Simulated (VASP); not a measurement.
# GaSi16 (a cell with a defect) in VASP: notebook

GaSi16 (a cell with a defect) is run at these levels: PBE+D3(BJ); tasks: single point.

All numbers are computed with VASP 6.6.1; they aren't measurements. Logs are shortened: lines on timing, memory, paths and dates and some standing lists are left out, and cuts for length are marked.

## Step 1: The cell of the first run

The cell holds a defect, 17 atoms: a = 7.679 Å, b = 7.679 Å, c = 7.679 Å, α = 60.00°, β = 60.00°, γ = 60.00°.

## Step 2: Single point, PBE+D3(BJ), collinear spin, zero start

Contents of INCAR:

```
  ALGO = Normal
  EDIFF = 1E-7
  ENCUT = 520
  GGA = PE
  ISIF = 2
  ISMEAR = 0
  ISPIN = 2
  IVDW = 12
  LASPH = True
  LCHARG = True
  LELF = True
  LORBIT = 11
  LREAL = Auto
  LVHAR = True
  LWAVE = False
  MAGMOM = 0 0 0 0 0 0 0 0 0 0 0 0 0 0 0 0 0
  NBANDS = 56
  NELM = 150
  PREC = Accurate
  SIGMA = 0.02
```

Contents of KPOINTS:

```
k-points
0
Gamma
  2 2 2
```

Contents of POSCAR:

```
GaSi16
1.0
    0.0000000000      5.4300000000      5.4300000000
    5.4300000000      0.0000000000      5.4300000000
    5.4300000000      5.4300000000      0.0000000000
Si Ga
16 1
Direct
   -0.0000410681     -0.0005668508      0.0007732965
    0.1203623389      0.1201630755      0.1208862799
   -0.0029140884     -0.0029417127      0.5032660221
    0.1202486188      0.1200246777      0.6395267035
   -0.0028245856      0.5024396869     -0.0023321363
    0.1204604052      0.6381593002      0.1209609576
   -0.0028597606      0.5023790976      0.5033282689
    0.1286810313      0.6235670350      0.6241200737
    0.5027094843     -0.0029247698     -0.0024048803
    0.6387219153      0.1201289134      0.1208620626
    0.5026514733     -0.0029652855      0.5032395028
    0.6236340700      0.1286031308      0.6241285451
    0.5027769797      0.5024103131     -0.0023535912
    0.6236425414      0.6235830571      0.1291294659
    0.4999162983      0.4997722836      0.5004153775
    0.6236320442      0.6235674033      0.6241228361
    0.2499604052      0.2493837937      1.2508316759
```

Potentials or basis: VASP PAW PBE potentials, release 64 (Si, Ga_d).

Started as:

```bash
$ cat potpaw_PBE.64/Si/POTCAR potpaw_PBE.64/Ga_d/POTCAR > POTCAR
$ mpirun -np 1 vasp_std > vasp.out
```

OUTCAR:

```text
EDIFF = 1E-7
   ENCUT = 520
   GGA = PE
   ISIF = 2
   ISMEAR = 0
   ISPIN = 2
   IVDW = 12
   LASPH = True
   LORBIT = 11
   LREAL = Auto
   NELM = 150
   PREC = Accurate
 IVDW          = 12

 ion  position               nearest neighbor table
   1  1.000  0.999  0.001-  10 2.26   2 2.27   4 2.27   6 2.27
   2  0.120  0.120  0.121-   1 2.27   5 2.40   9 2.40   3 2.40  17 2.44
   3  0.997  0.997  0.503-  12 2.34   8 2.34   2 2.40   4 2.40  17 2.74
   4  0.120  0.120  0.640-   1 2.27   7 2.40   3 2.40  11 2.40  17 2.44
   5  0.997  0.502  0.998-  14 2.34   8 2.34   2 2.40   6 2.40  17 2.75
   6  0.120  0.638  0.121-   1 2.27   5 2.40  13 2.40   7 2.40  17 2.44
   7  0.997  0.502  0.503-  16 2.34   8 2.34   4 2.40   6 2.40  17 2.74
   8  0.129  0.624  0.624-  15 2.33   3 2.34   7 2.34   5 2.34
   9  0.503  0.997  0.998-  12 2.34  14 2.34  10 2.40   2 2.40  17 2.75
  10  0.639  0.120  0.121-   1 2.26  13 2.40   9 2.40  11 2.40  17 2.44
  11  0.503  0.997  0.503-  12 2.34  16 2.34  10 2.40   4 2.40  17 2.74
  12  0.624  0.129  0.624-  15 2.33  11 2.34   3 2.34   9 2.34
  13  0.503  0.502  0.998-  14 2.34  16 2.34  10 2.40   6 2.40  17 2.75
  14  0.624  0.624  0.129-  15 2.33   9 2.34  13 2.34   5 2.34
  15  0.500  0.500  0.500-  12 2.33  16 2.33   8 2.33  14 2.33
  16  0.624  0.624  0.624-  15 2.33  11 2.34   7 2.34  13 2.34
  17  0.250  0.249  0.251-   4 2.44  10 2.44   2 2.44   6 2.44  11 2.74   3 2.74   7 2.74   9 2.75
                            13 2.75   5 2.75

  LATTYP: Found a face centered cubic cell.
 ALAT       =    10.8600000000

  Lattice vectors:

 A1 = (   0.0000000000,   5.4300000000,   5.4300000000)
 A2 = (   5.4300000000,   0.0000000000,   5.4300000000)
 A3 = (   5.4300000000,   5.4300000000,   0.0000000000)

Analysis of symmetry for initial positions (statically):
=====================================================================
 Subroutine PRICEL returns:
 Original cell was already a primitive cell.

 Routine SETGRP: Setting up the symmetry group for a
 face centered cubic supercell.

 Subroutine GETGRP returns: Found  1 space group operations
 (whereof  1 operations were pure point group operations)
 out of a pool of 48 trial point group operations.

The static configuration has the point symmetry C_1 .

Analysis of symmetry for dynamics (positions and initial velocities):
=====================================================================
 Subroutine PRICEL returns:
 Original cell was already a primitive cell.

 Routine SETGRP: Setting up the symmetry group for a
 face centered cubic supercell.

 Subroutine GETGRP returns: Found  1 space group operations
 (whereof  1 operations were pure point group operations)
 out of a pool of 48 trial point group operations.

The dynamic configuration has the point symmetry C_1 .

Analysis of structural, dynamic, and magnetic symmetry:
=====================================================================
 Subroutine PRICEL returns:
 Original cell was already a primitive cell.

 Routine SETGRP: Setting up the symmetry group for a
 face centered cubic supercell.

 Subroutine GETGRP returns: Found  1 space group operations
 (whereof  1 operations were pure point group operations)
 out of a pool of 48 trial point group operations.

The overall configuration has the point symmetry C_1 .

 Subroutine INISYM returns: Found  1 space group operations
 (whereof  1 operations are pure point group operations),
 and found     1 'primitive' translations

----------------------------------------------------------------------------------------

                                     Primitive cell

  volume of cell :     320.2060

  direct lattice vectors                    reciprocal lattice vectors
     0.000000000  5.430000000  5.430000000    -0.092081031  0.092081031  0.092081031
     5.430000000  0.000000000  5.430000000     0.092081031 -0.092081031  0.092081031
     5.430000000  5.430000000  0.000000000     0.092081031  0.092081031 -0.092081031

  length of vectors
     7.679179644  7.679179644  7.679179644     0.159489025  0.159489025  0.159489025

  position of ions in fractional coordinates (direct lattice)
     0.999958932  0.999433149  0.000773297
     0.120362339  0.120163076  0.120886280
     0.997085912  0.997058287  0.503266022
     0.120248619  0.120024678  0.639526704
     0.997175414  0.502439687  0.997667864
     0.120460405  0.638159300  0.120960958
[... 9 lines left out ...]
     0.623632044  0.623567403  0.624122836
[... 68 lines left out ...]
   ISTART =      0    job   : 0-new  1-cont  2-samecut
   ICHARG =      2    charge: 1-file 2-atom 10-const
   ISPIN  =      2    spin polarized calculation?
   LNONCOLLINEAR =      F non collinear calculations
   LSORBIT =      F    spin-orbit coupling
   LASPH  =      T    aspherical Exc in radial PAW
   ENCUT  =  520.0 eV  38.22 Ry    6.18 a.u.  14.28 14.28 14.28*2*pi/ulx,y,z
   NELM   =    150;   NELMIN=  2; NELMDL= -5     # of ELM steps
   EDIFF  = 0.1E-06   stopping-criterion for ELM
   LREAL  =      T    real-space projection
   EDIFFG = 0.1E-05   stopping-criterion for IOM
   NSW    =      0    number of steps for IOM
   IBRION =     -1    ionic relax: 0-MD 1-quasi-New 2-CG
   NFREE  =      0    steps in history (QN), initial steepest desc. (CG)
   ISIF   =      2    stress and relaxation
   ISYM   =      2    0-nonsym 1-usesym 2-fastsym
   POTIM  = 0.5000    time-step for ionic-motion
   TEBEG  =    0.0;   TEEND  =   0.0 temperature during run
   PSTRESS=    0.0 pullay stress
   NELECT =      77.0000    total number of electrons
   NUPDOWN=      -1.0000    fix difference up-down
   EMIN   =  10.00;   EMAX   =-10.00  energy-range for DOS
   EFERMI =   0.00;   METHOD = LEGACY
   ISMEAR =     0;   SIGMA  =   0.02  broadening in eV -4-tet -1-fermi 0-gaus
   EFERMI_NEDOS =   21; number of points for ismear=-14 and -15
   IALGO  =     38    algorithm
   IMIX   =      4    mixing-type and parameters
     AMIX     =   0.40;   BMIX     =  1.00
     AMIX_MAG =   1.60;   BMIX_MAG =  1.00
  volume/ion in A,a.u.               =      18.84       127.11
  Fermi-wavevector in a.u.,A,eV,Ry     =   1.018033  1.923804 14.100962  1.036391
  Thomas-Fermi vector in A             =   2.151468
   LORBIT       =     11    0 simple, 1 ext, 2 COOP (PROOUT), +10 PAW based schemes
   GGA     = PE    functional components
   LHFCALC =     F    Hartree Fock is set to
   AEXX    =    0.0000 exact exchange contribution
   IVDW    =    12    specifies the selected vdW correction
   LEPSILON=     F    determine dielectric tensor
   LRPA    =     F    only Hartree local field effects (RPA)
 spin polarized calculation
 Gauss-broadening in eV      SIGMA  =   0.02
  energy-cutoff  :      520.00
  volume of cell :      320.21
 maximum number of plane-waves:      8646
 NGX is ok and might be reduce to    60
   NGX = 29   NGY = 29   NGZ = 29

 number of electron      77.0000000 magnetization       0.0000000

 number of electron      76.9999990 magnetization      -0.2478188

 Free energy of the ion-electron system (eV)
  ---------------------------------------------------
  ext. energy  EPLUGINS =         0.00000000
  ---------------------------------------------------
  free energy    TOTEN  =       -85.66156325 eV

  energy without entropy =      -85.66149532  energy(sigma->0) =      -85.66152929

 E-fermi :   6.8811     XC(G=0):  -9.7301

 val. band max:        6.8426254630   @ k =   0.0000   0.0000   0.0000
 cond. band min:       6.9196390407   @ k =   0.0000   0.0000   0.0000
 fundamental gap:      0.0770135777
 Fermi energy:         6.8811320677

 spin component 1

 k-point     1 :       0.0000    0.0000    0.0000
  band No.  band energies     occupation
      1      -8.6907      1.00000
      2      -8.6906      1.00000
      3      -8.6906      1.00000
      4      -8.6714      1.00000
      5      -8.6713      1.00000
      6      -6.1550      1.00000
[... 413 lines left out ...]
     49      10.3235      0.00000
     50      10.4920      0.00000
 Fermi energy:         6.8811320677

 spin component 2

 k-point     1 :       0.0000    0.0000    0.0000
  band No.  band energies     occupation
      1      -8.6902      1.00000
      2      -8.6901      1.00000
      3      -8.6901      1.00000
      4      -8.6714      1.00000
      5      -8.6714      1.00000
      6      -6.1683      1.00000
[... 413 lines left out ...]
     49      10.2930      0.00000
     50      10.4514      0.00000
 [bands above 50 left out]

------------------------ aborting loop because EDIFF is reached ----------------------------------------

 Edisp (eV)   -5.62360

 E8    (eV) :    -2.3457

  FORCE on cell =-STRESS in cart. coord.  units (eV):
  Direction    XX          YY          ZZ          XY          YZ          ZX
  --------------------------------------------------------------------------------------
  -------------------------------------------------------------------------------------
  Total       6.55961     6.55932     6.55972    -0.00466    -0.00011     0.00754
  in kB      32.82155    32.82010    32.82211    -0.02331    -0.00056     0.03773
  external pressure =       32.82 kB  Pullay stress =        0.00 kB

 VOLUME and BASIS-vectors are now :
 -----------------------------------------------------------------------------
  energy-cutoff  :      520.00
  volume of cell :      320.21
      direct lattice vectors                 reciprocal lattice vectors
     0.000000000  5.430000000  5.430000000    -0.092081031  0.092081031  0.092081031
     5.430000000  0.000000000  5.430000000     0.092081031 -0.092081031  0.092081031
     5.430000000  5.430000000  0.000000000     0.092081031  0.092081031 -0.092081031

 POSITION                                       TOTAL-FORCE (eV/Angst)
 -----------------------------------------------------------------------------------
      5.43112      5.43398     10.85670        -0.002321     -0.001343      0.001673
      1.30890      1.30998      1.30605        -0.001291     -0.001196     -0.001241
      8.14676      8.14691     10.82820        -0.003111      0.002968     -0.006828
      4.12436      4.12558      1.30468         0.001197      0.000388     -0.000568
      8.14558     10.83200      8.14291         0.001673     -0.006850      0.000822
      4.12202      1.31092      4.11931         0.003429     -0.002475      0.002137
[... 9 lines left out ...]
      6.77496      6.77531      6.77229        -0.005197     -0.000113     -0.006771
      2.71617      2.71930      2.71144        -0.000246     -0.002785      0.001713
 -----------------------------------------------------------------------------------
    total drift:                                0.001485      0.004705     -0.003886

  FREE ENERGIE OF THE ION-ELECTRON SYSTEM (eV)
  ---------------------------------------------------
  free  energy   TOTEN  =       -91.2851600679 eV

  energy  without entropy=      -91.2850921345  energy(sigma->0) =      -91.28512610

 total charge

# of ion       s       p       d       tot
------------------------------------------
    1        0.756   1.008   0.000   1.764
    2        0.757   0.942   0.000   1.699
    3        0.745   0.930   0.000   1.675
    4        0.757   0.942   0.000   1.699
    5        0.745   0.930   0.000   1.675
    6        0.757   0.942   0.000   1.699
[... 9 lines left out ...]
   16        0.746   0.955   0.000   1.701
   17        1.085   0.714  10.057  11.856
--------------------------------------------------
tot         13.060  15.858  10.057  38.975

 magnetization (x)

# of ion       s       p       d       tot
------------------------------------------
    1        0.000   0.002   0.000   0.002
    2        0.000  -0.003   0.000  -0.003
    3       -0.004   0.001   0.000  -0.003
    4        0.000  -0.003   0.000  -0.003
    5       -0.004   0.001   0.000  -0.003
    6        0.000  -0.003   0.000  -0.003
[... 9 lines left out ...]
   16        0.000  -0.002   0.000  -0.002
   17        0.001   0.001  -0.000   0.001
--------------------------------------------------
tot         -0.021  -0.012  -0.000  -0.033
```

Wall time 20 min (1 thread of Intel Xeon 8259CL, shared host); peak memory 0.73 GiB.

What came out:

```
Free energy                                           : -91.2852 eV
Pressure                                              : 3.3 GPa
Largest force                                         : 0.010 eV/Å
Net moment                                            : -0.25 μB per cell
Valence electrons inside the program's atomic spheres : Si 1.76, 1.70, 1.68, 1.71 (each value once); Ga 11.86
Dispersion energy per atom                            : -0.331 eV
```

Forces on the atoms (eV/Å):
```
Si  -0.002 -0.001  0.002
Si  -0.001 -0.001 -0.001
Si  -0.003  0.003 -0.007
Si   0.001  0.000 -0.001
Si   0.002 -0.007  0.001
Si   0.003 -0.002  0.002
Si   0.007 -0.001  0.002
Si  -0.004  0.007  0.000
Si  -0.006  0.002 -0.003
Si  -0.002  0.000  0.002
Si  -0.002  0.007 -0.003
Si   0.006 -0.003  0.005
Si   0.003 -0.001  0.007
Si   0.002  0.007 -0.006
Si   0.000 -0.008  0.006
Si  -0.005  0.000 -0.007
Ga   0.000 -0.003  0.002
```

Levels at points of the mesh, in eV from the Fermi level:
Spin up:
```
           k point  band 35  band 36  band 37  band 38  band 39  band 40  band 41  band 42
(0.00, 0.00, 0.00)    -1.76    -0.72    -0.72    -0.72    -0.17    -0.17    -0.17     0.04
(0.50, 0.00, 0.00)    -1.48    -1.44    -1.44    -1.11     0.14     0.62     0.63     0.89
(0.00, 0.50, 0.00)    -1.48    -1.44    -1.44    -1.11     0.14     0.62     0.62     0.89
(0.00, 0.00, 0.50)    -1.48    -1.44    -1.44    -1.11     0.14     0.63     0.63     0.89
(0.50, 0.50, 0.50)    -1.48    -1.44    -1.44    -1.11     0.14     0.62     0.63     0.89
(0.50, 0.50, 0.00)    -2.07    -1.97    -1.91    -0.65     0.29     1.13     1.24     1.35
(0.00, 0.50, 0.50)    -2.07    -1.97    -1.91    -0.65     0.29     1.13     1.24     1.35
(0.50, 0.00, 0.50)    -2.07    -1.97    -1.91    -0.65     0.29     1.13     1.24     1.35
```
Spin down:
```tsv
k point	band 35	band 36	band 37	band 38	band 39	band 40	band 41	band 42
(0.00, 0.00, 0.00)	-1.77	-0.73	-0.72	-0.72	-0.18	-0.18	-0.18	-0.04
(0.50, 0.00, 0.00)	-1.48	-1.45	-1.45	-1.12	0.12	0.58	0.59	0.85
(0.00, 0.50, 0.00)	-1.49	-1.45	-1.45	-1.12	0.13	0.58	0.58	0.86
(0.00, 0.00, 0.50)	-1.49	-1.45	-1.45	-1.12	0.13	0.59	0.59	0.85
(0.50, 0.50, 0.50)	-1.49	-1.45	-1.45	-1.12	0.13	0.58	0.59	0.85
(0.50, 0.50, 0.00)	-2.08	-1.98	-1.92	-0.67	0.25	1.11	1.22	1.33
(0.00, 0.50, 0.50)	-2.08	-1.98	-1.92	-0.67	0.25	1.11	1.22	1.33
(0.50, 0.00, 0.50)	-2.08	-1.98	-1.92	-0.67	0.25	1.11	1.22	1.33
```

Caveat: the k points lie up to 0.50 Å⁻¹ apart; no moment was typed at the start, so none could form.

[end of part 1 of 2]
